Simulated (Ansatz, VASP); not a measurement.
# Two plane-wave programs on AlN

The input INCAR:

```
SYSTEM = AlN
  ALGO = Normal
  EDIFF = 1E-7
  ENCUT = 520
  GGA = CA
  ISIF = 2
  ISMEAR = 0
  LASPH = .TRUE.
  LCHARG = .FALSE.
  LREAL = .FALSE.
  LWAVE = .FALSE.
  NBANDS = 26
  NELM = 100
  PREC = Accurate
  SIGMA = 0.05
```

KPOINTS

```
k-points
0
G
  8 6 4
  0 0 0
```

Contents of POSCAR:

```
AlN
1.0
   -1.6378403119      2.8368226349      0.0000000000
    0.0000000000      0.0000000000      4.1006264518
    4.9135209358      2.8368226349      0.0000000000
Al N
4 4
Direct
    0.4432179076      0.7500000000      0.2234487591
    1.0000000000      0.7500000000      0.6666666667
    0.0000000000      0.2500000000      0.3333333333
    0.5000000000      0.2500000000      0.8333333333
    0.5000000000      0.2500000000      0.1666666667
    1.0000000000      0.2500000000      0.6666666667
    0.0000000000      0.7500000000      0.3333333333
    0.5000000000      0.7500000000      0.8333333333
```

Input for Ansatz:

```yaml
crystal:
  lattice:
    - [-1.6378403119, 2.8368226349, 0.0]
    - [0.0, 0.0, 4.1006264518]
    - [4.9135209358, 2.8368226349, 0.0]
  atoms:
    - { symbol: Al, position: [0.4432179076, 0.75, 0.2234487591] }
    - { symbol: Al, position: [1.0, 0.75, 0.6666666667] }
    - { symbol: Al, position: [0.0, 0.25, 0.3333333333] }
    - { symbol: Al, position: [0.5, 0.25, 0.8333333333] }
    - { symbol: "N", position: [0.5, 0.25, 0.1666666667] }
    - { symbol: "N", position: [1.0, 0.25, 0.6666666667] }
    - { symbol: "N", position: [0.0, 0.75, 0.3333333333] }
    - { symbol: "N", position: [0.5, 0.75, 0.8333333333] }
basis:
  ecutwfc: 420
kpoints:
  mp_grid: { grid: [8, 6, 4] }
hamiltonian:
  xc: lda
  pseudopotentials: { kind: paw, azcp: { folder: soft_1 } }
scf:
  occupations: { method: gaussian, width: 0.05 }
output:
  forces: true
  stress: true
  eigenvalues: true
```

Alike in both runs: task single point; functional LDA; k mesh 8 × 6 × 4; occupations gaussian, width 0.05 eV; no spin polarisation.

|  | VASP | Ansatz |
| --- | --- | --- |
| version | VASP 6.6.1 | Ansatz 0.2.0 |
| potentials or method | VASP PAW LDA potentials, release 64 (Al, N), cutoff 520 eV | scalar-relativistic, plane waves, PAW |
| valence electrons in the cell | 32 | 32 |

```tsv
	VASP	Ansatz	Ansatz less VASP
gap on the k mesh at the Fermi level (eV)	3.06	3.06	-0.003
least direct gap on the mesh (eV)	3.06	3.06	-0.003
pressure (GPa)	7.6	6.8	-0.80
traceless stress, the component that is largest in VASP (GPa)	-14.15	-13.79	+0.361
rms of the force components (eV/Å)	2.766	2.720	-0.0462
```

Ansatz warns that its potentials were made for another functional, while VASP's fit it. LDA's correlation is that of Perdew and Zunger in VASP and of Perdew and Wang (1992) in Ansatz. Atom by atom the forces differ by 0.048 eV/Å (rms over components).
